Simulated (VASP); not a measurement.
Set up this calculation in VASP 6.6.1, as the native input.

| Property | Result |
| --- | --- |
| Task | single point |
| Functional | PBE |
| Potentials or basis | VASP PAW PBE potentials, release 64 (Cd, S, O) |
| Cutoff | 520 eV |
| k mesh | 1 × 1 × 1, shifted |
| Occupations | fermi-dirac, width 0.01 eV |
| Spin | no spin polarisation |
| Dipole correction | no |
| Further INCAR settings | LREAL = Auto; ALGO = Normal; EDIFF = 1e-07; NBANDS = 169 |

The structure of Cd16S16O (a cell with a defect) lies in POSCAR:

```
Cd16S16O
1.0
    8.3277842500     -0.0000000600      0.0000000000
   -4.1638920700      7.2120727400      0.0000000000
    0.0000000000      0.0000000000     13.5350132800
Cd S O
16 16 1
Direct
    0.3176570569      0.1737024936      0.2519604473
    0.2077367439      0.3438609262      0.0079272918
    0.3407007312      0.1686890946      0.7434725620
    0.1539372635      0.3472184904      0.4996727273
    0.3153533706      0.6802687931      0.2521752236
    0.1623962987      0.8375827903     -0.0109312785
    0.3362168570      0.6643007070      0.7539400804
    0.1516317121      0.8466708849      0.5026354876
    0.8231298216      0.1740630044      0.2465442723
    0.6726260458      0.3171394858      0.0079251492
    0.8392990440      0.1555202077      0.7497530139
    0.6560819935      0.3411496428      0.4970630513
    0.8235314383      0.6785529245      0.2527420498
    0.6655666675      0.7889156481      0.0109304658
    0.8316242266      0.6577903775      0.7430550523
    0.6508784540      0.8444931518      0.4985818529
    0.3219011309      0.1771984373      0.4413313734
    0.1582292657      0.3509082757      0.1934355694
    0.3543148561      0.1686872921      0.9327062145
    0.1700724686      0.3357101485      0.6886878356
    0.3185165141      0.6790874407      0.4412190721
    0.1473829637      0.8493280961      0.1820092045
    0.3464241945      0.6725913889      0.9420034348
    0.1680704546      0.8323245240      0.6909758274
    0.8241577030      0.1748785814      0.4375307861
    0.6525704138      0.3440004183      0.1931292527
    0.8608130534      0.1733564118      0.9422162163
    0.6728679968      0.3256137486      0.6864531868
    0.8208375157      0.6757369518      0.4418055510
    0.6459472776      0.8380626841      0.1957437311
    0.8331476031      0.6370060613      0.9319063631
    0.6644770791      0.8278247121      0.6878294692
   -0.0656829858      0.0513085502      0.0125592784
```

These files were run (other wordings do the same):

INCAR

```
SYSTEM = Cd16S16O
  PREC = Accurate
  ENCUT = 520
  EDIFF = 1E-7
  ISMEAR = -1
  SIGMA = 0.01
  LREAL = Auto
  LASPH = .True.
  NELM = 60
  ALGO = Normal
  ISIF = 2
  LWAVE = .False.
  LCHARG = .False.
  GGA = PE
  NBANDS = 169
```

KPOINTS

```
Automatic mesh
0
Gamma
  1 1 1
  0.25 0.25 0.25
```

Potentials or basis: VASP PAW PBE potentials, release 64 (Cd, S, O).

Command:

```bash
$ cat potpaw_PBE.64/Cd/POTCAR potpaw_PBE.64/S/POTCAR potpaw_PBE.64/O/POTCAR > POTCAR
$ mpirun -np 1 vasp_std > vasp.out
```

Results of the run:

```
Pressure               : 1.7 GPa
Largest force          : 0.980 eV/Å
Band gap on the k mesh : 1.98 eV
```

Run time: 20 min on 1 thread of Intel(R) Xeon(R) Platinum 8488C (Sapphire Rapids) (shared host), peak memory 1.2 GiB.
